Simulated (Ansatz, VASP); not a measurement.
One calculation of Re, two programs

```xyz
1
Lattice="-0.0592 1.9454 1.9454 1.9454 -0.0592 1.9454 1.9454 1.9454 -0.0592" Properties=species:S:1:pos:R:3 pbc="T T T"
Re    0.0000    0.0000    0.0000
```

Change from the starting cell: equal xy, yz and zx shear strains of -3 %.

Alike in both runs: task single point; functional LDA; k mesh 14 × 14 × 14; occupations fermi-dirac, width 0.03 eV; no spin polarisation.

|  | VASP | Ansatz |
| --- | --- | --- |
| version | VASP 6.6.1 | Ansatz 0.2.0 |
| potentials or method | VASP PAW LDA potentials, release 64 (Re), cutoff 520 eV | all-electron LAPW, scalar-relativistic |

VASP gave:

| Quantity | Value |
| --- | --- |
| pressure (GPa) | -22.3 |
| traceless stress, the component that is largest in VASP (GPa) | 4.78 |

**Question.** Which values does Ansatz return?

**Answer.** Pressure (GPa): -22.9; traceless stress, the component that is largest in VASP (GPa): 4.86.

LDA's correlation is that of Perdew and Zunger in VASP and of Perdew and Wang (1992) in Ansatz. Ansatz ran all-electron here, and VASP with PAW potentials.

Neither program's run includes spin-orbit coupling.
